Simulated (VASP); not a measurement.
A run of VASP 6.6.1:

The input INCAR:

```
SYSTEM = ZrSn2S3
PREC = Accurate ; ENCUT = 600
EDIFF = 1E-6 ; ISMEAR = 0
SIGMA = 0.1 ; LREAL = .FALSE.
LASPH = .TRUE. ; NELM = 60
ALGO = Fast ; ISIF = 3
LWAVE = .FALSE. ; LCHARG = .FALSE.
GGA = PE ; IBRION = 2
NSW = 100 ; EDIFFG = -0.01
```

Contents of KPOINTS:

```
Automatic mesh
0
G
  10 10 10
  0 0 0
```

File POSCAR:

```
ZrSn2S3
1.0
   -2.8752601956      2.8752601956      4.7001912877
    2.8752601956     -2.8752601956      4.7001912877
    2.8752601956      2.8752601956     -4.7001912877
Zr Sn S
1 2 3
Direct
    0.5000000000      0.5000000000      0.0000000000
    0.7500000000      0.2500000000      0.5000000000
    0.2500000000      0.7500000000      0.5000000000
    0.2410916907      0.2410916907      0.0000000000
    0.7589083093      0.7589083093      0.0000000000
    0.0000000000      0.0000000000      0.0000000000
```

Potentials or basis: VASP PAW PBE potentials, release 64 (Zr_sv, Sn_d, S).

Command:

```bash
$ cat potpaw_PBE.64/Zr_sv/POTCAR potpaw_PBE.64/Sn_d/POTCAR potpaw_PBE.64/S/POTCAR > POTCAR
$ mpirun -np 1 vasp_std > vasp.out
```

Hardware: 1 thread of Oxide Virtual Turin-like Processor, on a shared host.

Task: Estimate the wall time of this run.

Result: It took 2.7 h on 1 thread of Oxide Virtual Turin-like Processor, on a shared host, peak memory 0.78 GiB. Counts: scf iterations 120, k points 102, ion steps 8.
